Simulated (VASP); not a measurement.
Wanted: the native input for a VASP 6.6.1 run.

```yaml
Task: relaxation of cell and atoms
Functional: PBE
Potentials_or_basis: VASP PAW PBE potentials, release 64 (Ba_sv, H)
Cutoff: 600 eV
k_mesh: 6 × 6 × 6
Occupations: gaussian, width 0.1 eV
Spin: no spin polarisation
Dipole_correction: no
Further_INCAR_settings: ALGO = Normal; EDIFF = 1e-07; IBRION = 2; EDIFFG = -0.04; NSW = 90; ISIF = 3
```

The structure of BaH4 lies in POSCAR:

```
BaH4
1.0
   -2.0034148400      2.0034148400      5.0534079200
    2.0034148400     -2.0034148400      5.0534079200
    2.0034148400      2.0034148400     -5.0534079200
Ba H
1 4
Direct
    0.0000000000      0.0000000000      0.0000000000
    0.2500000000      0.7500000000      0.5000000000
    0.7500000000      0.2500000000      0.5000000000
    0.3829601400      0.3829601400      0.0000000000
    0.6170398600      0.6170398600      0.0000000000
```

These files were run (other wordings do the same):

INCAR

```
PREC     = Accurate       # precision mode
ENCUT    = 600            # plane-wave cutoff, eV
EDIFF    = 1E-7           # SCF threshold, eV
ISMEAR   = 0              # smearing method
SIGMA    = 0.1            # smearing width, eV
LREAL    = False          # projectors in reciprocal space
LASPH    = True           # aspherical terms in the spheres
NELM     = 100            # most SCF steps
ALGO     = Normal         # electronic algorithm
ISIF     = 3              # what is computed and relaxed
LWAVE    = False          # write WAVECAR
LCHARG   = False          # write CHGCAR
GGA      = PE             # functional
IBRION   = 2              # ionic algorithm
NSW      = 90             # ionic steps
EDIFFG   = -0.04          # ionic threshold
```

KPOINTS

```
Automatic mesh
0
Gamma
  6 6 6
```

Potentials or basis: VASP PAW PBE potentials, release 64 (Ba_sv, H).

Command:

```bash
$ cat potpaw_PBE.64/Ba_sv/POTCAR potpaw_PBE.64/H/POTCAR > POTCAR
$ mpirun -np 1 vasp_std > vasp.out
```

Results of the run:

```yaml
Relaxed_volume: 13.05 Å³/atom
Relaxed_cell: a = 4.595 Å, b = 4.595 Å, c = 4.595 Å, α = 122.95°, β = 122.95°, γ = 84.96°
Space_group_after_relaxing_to_0.05_Å: I4/mmm (No. 139)
Energy_gained_by_relaxing: 898.2 meV/atom
Ionic_steps: 31
Pressure_after_relaxing: 0.0 GPa
Band_gap_on_the_k_mesh: 2.23 eV, indirect (least direct gap 2.77 eV)
```

Caveat: the volume moved by over 15 % at a fixed basis, so the end points are rough; spin-orbit coupling is left out, which moves the levels of the heavy elements.

Run time: 14 min on 1 thread of AMD EPYC 9R45 96-Core Processor (Zen 5), with other jobs on the host, peak memory 0.36 GiB.
